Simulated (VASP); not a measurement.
# Ge2Sb2Te5 in VASP: further runs, part 2 of 2

VASP 6.6.1. The steps go on from the part before.

## 3. Single point, PBEsol (the distance across one plane changed)

INCAR reads:

```
  ALGO = Fast
  EDIFF = 1E-6
  ENCUT = 520
  GGA = PS
  ISIF = 2
  ISMEAR = 0
  LASPH = True
  LCHARG = False
  LREAL = False
  LWAVE = False
  NBANDS = 44
  NELM = 100
  PREC = Accurate
  SIGMA = 0.15
```

KPOINTS reads:

```
k-points
0
Gamma
  11 11 3
```

POSCAR reads:

```
Ge2Sb2Te5
1.0
   -4.2017346381      0.0000000000      0.0000000000
   -2.1008673191     -3.6388089366      0.0000000000
    0.0000000000      0.0000000000     17.6060817248
Ge Sb Te
2 2 5
Direct
    1.0000000000      1.0000000000      0.8143059462
    0.0000000000      0.0000000000      0.1572947763
    0.3333333333      0.3333333333      0.5991804091
    0.6666666667      0.6666666667      0.3724203134
    0.0000000000      0.0000000000      0.4858003613
    0.3333333333      0.3333333333      0.2730764133
    0.6666666667      0.6666666667      0.6985243093
    0.3333333333      0.3333333333      0.8945354652
    0.6666666667      0.6666666667      0.0770652573
```

Potentials or basis: VASP PAW PBE potentials, release 64 (Ge_d, Sb, Te).

Launch:

```
> cat potpaw_PBE.64/Ge_d/POTCAR potpaw_PBE.64/Sb/POTCAR potpaw_PBE.64/Te/POTCAR > POTCAR
> mpirun -np 1 vasp_std > vasp.out
```

OUTCAR:

```text
EDIFF = 1E-6
   ENCUT = 520
   GGA = PS
   ISIF = 2
   ISMEAR = 0
   LASPH = True
   LREAL = False
   NELM = 100
   PREC = Accurate

 ion  position               nearest neighbor table
   1  0.000  0.000  0.814-   8 2.81   8 2.81   8 2.81   7 3.17   7 3.17   7 3.17
   2  0.000  0.000  0.157-   9 2.81   9 2.81   9 2.81   6 3.17   6 3.17   6 3.17
   3  0.333  0.333  0.599-   7 2.99   7 2.99   7 2.99   5 3.14   5 3.14   5 3.14
   4  0.667  0.667  0.372-   6 2.99   6 2.99   6 2.99   5 3.14   5 3.14   5 3.14
   5  0.000  0.000  0.486-   3 3.14   3 3.14   3 3.14   4 3.14   4 3.14   4 3.14
   6  0.333  0.333  0.273-   4 2.99   4 2.99   4 2.99   2 3.17   2 3.17   2 3.17
   7  0.667  0.667  0.699-   3 2.99   3 2.99   3 2.99   1 3.17   1 3.17   1 3.17
   8  0.333  0.333  0.895-   1 2.81   1 2.81   1 2.81
   9  0.667  0.667  0.077-   2 2.81   2 2.81   2 2.81

  LATTYP: Found a hexagonal cell.
 ALAT       =     4.2017346382
 C/A-ratio  =     4.1901936321

  Lattice vectors:

 A1 = (   2.1008673191,   3.6388089366,   0.0000000000)
 A2 = (  -4.2017346381,   0.0000000000,   0.0000000000)
 A3 = (   0.0000000000,   0.0000000000,  17.6060817248)

Analysis of symmetry for initial positions (statically):
=====================================================================
 Subroutine PRICEL returns:
 Original cell was already a primitive cell.

 Routine SETGRP: Setting up the symmetry group for a
 hexagonal supercell.

 Subroutine GETGRP returns: Found 12 space group operations
 (whereof  6 operations were pure point group operations)
 out of a pool of 24 trial point group operations.

The static configuration has the point symmetry C_3v.
 The point group associated with its full space group is D_3d.

Analysis of symmetry for dynamics (positions and initial velocities):
=====================================================================
 Subroutine PRICEL returns:
 Original cell was already a primitive cell.

 Routine SETGRP: Setting up the symmetry group for a
 hexagonal supercell.

 Subroutine GETGRP returns: Found 12 space group operations
 (whereof  6 operations were pure point group operations)
 out of a pool of 24 trial point group operations.

The dynamic configuration has the point symmetry C_3v.
 The point group associated with its full space group is D_3d.

 Subroutine INISYM returns: Found 12 space group operations
 (whereof  6 operations are pure point group operations),
 and found     1 'primitive' translations

----------------------------------------------------------------------------------------

                                     Primitive cell

  volume of cell :     269.1848

  direct lattice vectors                    reciprocal lattice vectors
    -4.201734638  0.000000000  0.000000000    -0.237996943  0.137407599  0.000000000
    -2.100867319 -3.638808937  0.000000000     0.000000000 -0.274815198  0.000000000
     0.000000000  0.000000000 17.606081725     0.000000000  0.000000000  0.056798555

  length of vectors
     4.201734638  4.201734638 17.606081725     0.274815198  0.274815198  0.056798555

  position of ions in fractional coordinates (direct lattice)
     0.000000000  0.000000000  0.814305946
[... 71 lines left out ...]
  0.272727  0.272727  0.333333      6.000000
  0.363636  0.000000  0.333333      6.000000
 [... further k-points ...]
   k-points           NKPTS =     42   k-points in BZ     NKDIM =     42   number of bands    NBANDS=     44
   number of dos      NEDOS =    301   number of ions     NIONS =      9
   total plane-waves  NPLWV = 143360
   dimension x,y,z NGX =    32 NGY =   32 NGZ =  140
   dimension x,y,z NGXF=    64 NGYF=   64 NGZF=  280
   ions per type =               2   2   5
   NGX,Y,Z   is equivalent  to a cutoff of  12.66, 12.66, 13.22 a.u.
   NGXF,Y,Z  is equivalent  to a cutoff of  25.32, 25.32, 26.44 a.u.
 SYSTEM =  unknown system
   PREC   = accura    normal or accurate (medium, high low for compatibility)
   ISTART =      0    job   : 0-new  1-cont  2-samecut
   ICHARG =      2    charge: 1-file 2-atom 10-const
   ISPIN  =      1    spin polarized calculation?
   LNONCOLLINEAR =      F non collinear calculations
   LSORBIT =      F    spin-orbit coupling
   LASPH  =      T    aspherical Exc in radial PAW
   ENCUT  =  520.0 eV  38.22 Ry    6.18 a.u.   7.81  7.81 32.74*2*pi/ulx,y,z
   NELM   =    100;   NELMIN=  2; NELMDL= -5     # of ELM steps
   EDIFF  = 0.1E-05   stopping-criterion for ELM
   LREAL  =      F    real-space projection
   EDIFFG = 0.1E-04   stopping-criterion for IOM
   NSW    =      0    number of steps for IOM
   IBRION =     -1    ionic relax: 0-MD 1-quasi-New 2-CG
   NFREE  =      0    steps in history (QN), initial steepest desc. (CG)
   ISIF   =      2    stress and relaxation
   ISYM   =      2    0-nonsym 1-usesym 2-fastsym
   POTIM  = 0.5000    time-step for ionic-motion
   TEBEG  =    0.0;   TEEND  =   0.0 temperature during run
   PSTRESS=    0.0 pullay stress
   NELECT =      68.0000    total number of electrons
   NUPDOWN=      -1.0000    fix difference up-down
   EMIN   =  10.00;   EMAX   =-10.00  energy-range for DOS
   EFERMI =   0.00;   METHOD = LEGACY
   ISMEAR =     0;   SIGMA  =   0.15  broadening in eV -4-tet -1-fermi 0-gaus
   EFERMI_NEDOS =   21; number of points for ismear=-14 and -15
   IALGO  =     68    algorithm
   IMIX   =      4    mixing-type and parameters
     AMIX     =   0.40;   BMIX     =  1.00
     AMIX_MAG =   1.60;   BMIX_MAG =  1.00
  volume/ion in A,a.u.               =      29.91       201.84
  Fermi-wavevector in a.u.,A,eV,Ry     =   1.034890  1.955659 14.571809  1.070998
  Thomas-Fermi vector in A             =   2.169207
   LORBIT       =      0    0 simple, 1 ext, 2 COOP (PROOUT), +10 PAW based schemes
   GGA     = PS    functional components
   LHFCALC =     F    Hartree Fock is set to
   AEXX    =    0.0000 exact exchange contribution
   IVDW    =     0    specifies the selected vdW correction
   LEPSILON=     F    determine dielectric tensor
   LRPA    =     F    only Hartree local field effects (RPA)
 non-spin polarized calculation
 RMM-DIIS sequential band-by-band and
 Gauss-broadening in eV      SIGMA  =   0.15
  energy-cutoff  :      520.00
  volume of cell :      269.18
 maximum number of plane-waves:      7307
   NGX = 15   NGY = 15   NGZ = 65

 number of electron      67.9999997 magnetization

 Free energy of the ion-electron system (eV)
  ---------------------------------------------------
  ext. energy  EPLUGINS =         0.00000000
  ---------------------------------------------------
  free energy    TOTEN  =       -37.39159466 eV

  energy without entropy =      -37.38051378  energy(sigma->0) =      -37.38605422

 E-fermi :   6.3932     XC(G=0):  -9.6002

 val. band max:        6.3065894701   @ k =   0.1818  -0.0000   0.0000
 cond. band min:       6.4055655464   @ k =   0.0909   0.0000   0.3333
 fundamental gap:      0.0989760764
 Fermi energy:         6.3931625365

 k-point     1 :       0.0000    0.0000    0.0000
  band No.  band energies     occupation
      1     -18.4075      2.00000
      2     -18.4075      2.00000
      3     -18.4075      2.00000
      4     -18.4075      2.00000
      5     -18.3944      2.00000
      6     -18.3944      2.00000
[... 1117 lines left out ...]
     43       9.3694      0.00000
     44       9.7715      0.00000

 [... further k-points ...]

------------------------ aborting loop because EDIFF is reached ----------------------------------------

  FORCE on cell =-STRESS in cart. coord.  units (eV):
  Direction    XX          YY          ZZ          XY          YZ          ZX
  --------------------------------------------------------------------------------------
  -------------------------------------------------------------------------------------
  Total       -0.5202430     -0.5202430     -0.3884924     -0.0000000      0.0000000     -0.0000000
  in kB       -3.0964654     -3.0964654     -2.3122910     -0.0000000      0.0000000     -0.0000000
  external PRESSURE =      -2.8350739 kB  Pullay stress =       0.0000000 kB

 VOLUME and BASIS-vectors are now :
 -----------------------------------------------------------------------------
  energy-cutoff  :      520.00
  volume of cell :      269.18
      direct lattice vectors                 reciprocal lattice vectors
    -4.201734638  0.000000000  0.000000000    -0.237996943  0.137407599  0.000000000
    -2.100867319 -3.638808937  0.000000000     0.000000000 -0.274815198  0.000000000
     0.000000000  0.000000000 17.606081725     0.000000000  0.000000000  0.056798555

 POSITION                                       TOTAL-FORCE (eV/Angst)
 -----------------------------------------------------------------------------------
      0.00000      0.00000     14.33674        -0.000000      0.000000      0.028062
      0.00000      0.00000      2.76934         0.000000     -0.000000     -0.028062
     -2.10087     -1.21294     10.54922         0.000000      0.000000     -0.014793
     -4.20173     -2.42587      6.55686        -0.000000     -0.000000      0.014793
      0.00000      0.00000      8.55304         0.000000      0.000000      0.000000
     -2.10087     -1.21294      4.80781         0.000000      0.000000     -0.014111
     -4.20173     -2.42587     12.29828         0.000000      0.000000      0.014111
     -2.10087     -1.21294     15.74926         0.000000      0.000000      0.097365
     -4.20173     -2.42587      1.35682        -0.000000     -0.000000     -0.097365
 -----------------------------------------------------------------------------------
    total drift:                                0.000000      0.000000     -0.000036

  FREE ENERGIE OF THE ION-ELECTRON SYSTEM (eV)
  ---------------------------------------------------
  free  energy   TOTEN  =       -37.3915946572 eV

  energy  without entropy=      -37.3805137842  energy(sigma->0) =      -37.38605422
```

Run time: 6.5 min. Hardware: 1 thread of Oxide Virtual Turin-like, shared host; peak memory 0.61 GiB.

What came out:

| Property | Result |
| --- | --- |
| Free energy | -37.3916 eV |
| Pressure | -0.3 GPa |
| Largest force | 0.097 eV/Å |
| Band gap on the k mesh | 0.03 eV (least direct gap 0.09 eV) |

Forces in eV/Å, atoms in the order of the input:
```
Ge   0.000  0.000  0.028
Ge   0.000  0.000 -0.028
Sb   0.000  0.000 -0.015
Sb   0.000  0.000  0.015
Te   0.000  0.000  0.000
Te   0.000  0.000 -0.014
Te   0.000  0.000  0.014
Te   0.000  0.000  0.097
Te   0.000  0.000 -0.097
```

Caveat: the cell differs from its parent crystal (the distance across one plane changed); the smearing spreads over this small gap; semilocal functionals underestimate gaps, and a narrow one can read as zero; the PAW data sets were made with another functional, which shifts forces and pressure a little; spin-orbit coupling is left out, which moves the levels of the heavy elements; this functional lacks dispersion, which binds layers or chains, so the pressure and a relaxed spacing across them are unreliable. A k mesh can miss the band edges.

## 4. Single point, PBEsol (the distance across one plane changed)

INCAR reads:

```
  PREC = Accurate
  ENCUT = 520
  EDIFF = 1E-6
  ISMEAR = 0
  SIGMA = 0.15
  LREAL = F
  LASPH = T
  NELM = 60
  ALGO = Fast
  ISIF = 2
  LWAVE = F
  LCHARG = F
  GGA = PS
  NBANDS = 44
```

KPOINTS reads:

```
regular mesh
0
Gamma
  11 11 3
```

POSCAR reads:

```
Ge2Sb2Te5
1.0
   -4.2017346381      0.0000000000      0.0000000000
   -2.1008673191     -3.6388089366      0.0000000000
    0.0000000000      0.0000000000     18.1060817248
Ge Sb Te
2 2 5
Direct
    1.0000000000      1.0000000000      0.7918188626
    0.0000000000      0.0000000000      0.1529510763
    0.3333333333      0.3333333333      0.5826340238
    0.6666666667      0.6666666667      0.3621359151
    0.0000000000      0.0000000000      0.4723849694
    0.3333333333      0.3333333333      0.2655353998
    0.6666666667      0.6666666667      0.6792345391
    0.3333333333      0.3333333333      0.8698328410
    0.6666666667      0.6666666667      0.0749370979
```

Potentials or basis: VASP PAW PBE potentials, release 64 (Ge_d, Sb, Te).

Launch:

```
> cat potpaw_PBE.64/Ge_d/POTCAR potpaw_PBE.64/Sb/POTCAR potpaw_PBE.64/Te/POTCAR > POTCAR
> mpirun -np 1 vasp_std > vasp.out
```

OUTCAR:

```text
PREC = Accurate
   ENCUT = 520
   EDIFF = 1E-6
   ISMEAR = 0
   LREAL = F
   LASPH = T
   NELM = 60
   ISIF = 2
   GGA = PS

 ion  position               nearest neighbor table
   1  0.000  0.000  0.792-   8 2.81   8 2.81   8 2.81   7 3.17   7 3.17   7 3.17
   2  0.000  0.000  0.153-   9 2.81   9 2.81   9 2.81   6 3.17   6 3.17   6 3.17
   3  0.333  0.333  0.583-   7 2.99   7 2.99   7 2.99   5 3.14   5 3.14   5 3.14
   4  0.667  0.667  0.362-   6 2.99   6 2.99   6 2.99   5 3.14   5 3.14   5 3.14
   5  0.000  0.000  0.472-   4 3.14   4 3.14   4 3.14   3 3.14   3 3.14   3 3.14
   6  0.333  0.333  0.266-   4 2.99   4 2.99   4 2.99   2 3.17   2 3.17   2 3.17
   7  0.667  0.667  0.679-   3 2.99   3 2.99   3 2.99   1 3.17   1 3.17   1 3.17
   8  0.333  0.333  0.870-   1 2.81   1 2.81   1 2.81
   9  0.667  0.667  0.075-   2 2.81   2 2.81   2 2.81

  LATTYP: Found a hexagonal cell.
 ALAT       =     4.2017346382
 C/A-ratio  =     4.3091921037

  Lattice vectors:

 A1 = (   2.1008673191,   3.6388089366,   0.0000000000)
 A2 = (  -4.2017346381,   0.0000000000,   0.0000000000)
 A3 = (   0.0000000000,   0.0000000000,  18.1060817248)

Analysis of symmetry for initial positions (statically):
=====================================================================
 Subroutine PRICEL returns:
 Original cell was already a primitive cell.

 Routine SETGRP: Setting up the symmetry group for a
 hexagonal supercell.

 Subroutine GETGRP returns: Found 12 space group operations
 (whereof  6 operations were pure point group operations)
 out of a pool of 24 trial point group operations.

The static configuration has the point symmetry C_3v.
 The point group associated with its full space group is D_3d.

Analysis of symmetry for dynamics (positions and initial velocities):
=====================================================================
[... 149 lines left out ...]
   LORBIT       =      0    0 simple, 1 ext, 2 COOP (PROOUT), +10 PAW based schemes
   GGA     = PS    functional components
   LHFCALC =     F    Hartree Fock is set to
   AEXX    =    0.0000 exact exchange contribution
   IVDW    =     0    specifies the selected vdW correction
   LEPSILON=     F    determine dielectric tensor
   LRPA    =     F    only Hartree local field effects (RPA)
 non-spin polarized calculation
 RMM-DIIS sequential band-by-band and
 Gauss-broadening in eV      SIGMA  =   0.15
  energy-cutoff  :      520.00
  volume of cell :      276.83
 maximum number of plane-waves:      7479
   NGX = 15   NGY = 15   NGZ = 67

 number of electron      68.0000013 magnetization

 Free energy of the ion-electron system (eV)
  ---------------------------------------------------
  ext. energy  EPLUGINS =         0.00000000
  ---------------------------------------------------
  free energy    TOTEN  =       -37.33540584 eV

  energy without entropy =      -37.32702676  energy(sigma->0) =      -37.33121630

 E-fermi :   6.0315     XC(G=0):  -9.4274

 val. band max:        6.0196806697   @ k =   0.0000   0.0000   0.3333
 cond. band min:       6.1240216392   @ k =   0.0000   0.0000   0.0000
 fundamental gap:      0.1043409695
 Fermi energy:         6.0315338236

 k-point     1 :       0.0000    0.0000    0.0000
  band No.  band energies     occupation
      1     -18.7088      2.00000
      2     -18.7088      2.00000
      3     -18.7087      2.00000
      4     -18.7087      2.00000
      5     -18.6949      2.00000
      6     -18.6949      2.00000
[... 1117 lines left out ...]
     43       9.0737      0.00000
     44       9.5118      0.00000

 [... further k-points ...]

------------------------ aborting loop because EDIFF is reached ----------------------------------------

  FORCE on cell =-STRESS in cart. coord.  units (eV):
  Direction    XX          YY          ZZ          XY          YZ          ZX
  --------------------------------------------------------------------------------------
  -------------------------------------------------------------------------------------
  Total       -0.8090927     -0.8090927     -0.2821560     -0.0000000      0.0000000     -0.0000000
  in kB       -4.6827020     -4.6827020     -1.6330050     -0.0000000      0.0000000     -0.0000000
  external PRESSURE =      -3.6661363 kB  Pullay stress =       0.0000000 kB

 VOLUME and BASIS-vectors are now :
 -----------------------------------------------------------------------------
  energy-cutoff  :      520.00
  volume of cell :      276.83
      direct lattice vectors                 reciprocal lattice vectors
    -4.201734638  0.000000000  0.000000000    -0.237996943  0.137407599  0.000000000
    -2.100867319 -3.638808937  0.000000000     0.000000000 -0.274815198  0.000000000
     0.000000000  0.000000000 18.106081725     0.000000000  0.000000000  0.055230061

 POSITION                                       TOTAL-FORCE (eV/Angst)
 -----------------------------------------------------------------------------------
      0.00000      0.00000     14.33674        -0.000000     -0.000000      0.047567
      0.00000      0.00000      2.76934         0.000000      0.000000     -0.047567
     -2.10087     -1.21294     10.54922         0.000000      0.000000     -0.008118
     -4.20173     -2.42587      6.55686        -0.000000      0.000000      0.008118
      0.00000      0.00000      8.55304        -0.000000      0.000000      0.000000
     -2.10087     -1.21294      4.80781        -0.000000     -0.000000     -0.013191
     -4.20173     -2.42587     12.29828         0.000000      0.000000      0.013191
     -2.10087     -1.21294     15.74926         0.000000      0.000000      0.057735
     -4.20173     -2.42587      1.35682        -0.000000     -0.000000     -0.057735
 -----------------------------------------------------------------------------------
    total drift:                                0.000000      0.000000     -0.000034

  FREE ENERGIE OF THE ION-ELECTRON SYSTEM (eV)
  ---------------------------------------------------
  free  energy   TOTEN  =       -37.3354058432 eV

  energy  without entropy=      -37.3270267649  energy(sigma->0) =      -37.33121630
```

Run time: 6.7 min. Hardware: 1 thread of Oxide Virtual Turin-like, shared host; peak memory 0.61 GiB.

Results:

```
Free energy            : -37.3354 eV
Pressure               : -0.4 GPa
Largest force          : 0.058 eV/Å
Band gap on the k mesh : 0.03 eV (least direct gap 0.03 eV)
```

Forces in eV/Å, atoms in the order of the input:
```
Ge   0.000  0.000  0.048
Ge   0.000  0.000 -0.048
Sb   0.000  0.000 -0.008
Sb   0.000  0.000  0.008
Te   0.000  0.000  0.000
Te   0.000  0.000 -0.013
Te   0.000  0.000  0.013
Te   0.000  0.000  0.058
Te   0.000  0.000 -0.058
```

Stress tensor (GPa, compression positive):
```
-0.47  0.00  0.00
 0.00 -0.47  0.00
 0.00  0.00 -0.16
```

Caveat: the cell differs from its parent crystal (the distance across one plane changed); the smearing spreads over this small gap; semilocal functionals underestimate gaps, and a narrow one can read as zero; the PAW data sets were made with another functional, which shifts forces and pressure a little; spin-orbit coupling is left out, which moves the levels of the heavy elements; this functional lacks dispersion, which binds layers or chains, so the pressure and a relaxed spacing across them are unreliable.

## 5. Overview

| cell | gap on the mesh (eV) | pressure (GPa) | largest force (eV/Å) |
| --- | --- | --- | --- |
| a = 4.202, b = 4.202, c = 23.106 Å, angles 90.0, 90.0, 60.0°, 9 atoms | 0.18 | - | 0.06 |
| a = 4.202, b = 4.202, c = 17.606 Å, angles 90.0, 90.0, 60.0°, 9 atoms | 0.03 | -0.3 | 0.10 |
| a = 4.202, b = 4.202, c = 18.106 Å, angles 90.0, 90.0, 60.0°, 9 atoms | 0.03 | -0.4 | 0.06 |

Alike in all rows: task single point; level PBEsol; potentials or basis VASP PAW PBE potentials, release 64 (Ge_d, Sb, Te); no spin polarisation; k mesh 11 × 11 × 3; cutoff (eV) 520; smearing gaussian 0.15 eV.

Caveats: semilocal functionals underestimate gaps, and a narrow one can read as zero; the PAW data sets were made with another functional, which shifts forces and pressure a little; spin-orbit coupling is left out, which moves the levels of the heavy elements; the smearing spreads over this small gap (at least some runs); this functional lacks dispersion, which binds layers or chains, so the pressure and a relaxed spacing across them are unreliable (at least some runs); there is no dipole correction, which matters where the two faces differ (at least some runs).

Total energies depend on the potentials used, so only differences within one code and one set of settings carry meaning.

The gap in the log of VASP goes by the Fermi energy; the results here count the filled bands.